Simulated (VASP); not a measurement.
Input of a VASP 6.6.1 run:

Contents of INCAR:

```
SYSTEM = Li
PREC = Accurate ; ENCUT = 520
EDIFF = 1E-6 ; ISMEAR = -1
SIGMA = 0.1 ; LREAL = .False.
LASPH = .True. ; NELM = 60
ALGO = Normal ; ISIF = 2
LWAVE = .False. ; LCHARG = .False.
GGA = RP ; NBANDS = 10
```

Contents of KPOINTS:

```
Automatic mesh
0
Gamma
  10 10 10
  0 0 0
```

File POSCAR:

```
Li
1.0
    0.0000000000      2.9195481824      2.9195481824
    2.9195481824      0.0000000000      2.9195481824
    2.9195481824      2.9195481824      0.0000000000
Li
2
Direct
    0.1250000000      0.1250000000      0.1250000000
    0.8750000000      0.8750000000      0.8750000000
```

Potentials or basis: VASP PAW PBE potentials, release 64 (Li_sv).

Run with:

```console
$ cat potpaw_PBE.64/Li_sv/POTCAR > POTCAR
$ mpirun -np 1 vasp_std > vasp.out
```

(1) What does it give for the band gap on the k mesh?

Results:

(1) zero (band 3 reaches 0.83 eV, above the bottom of band 4 at 0.04 eV).
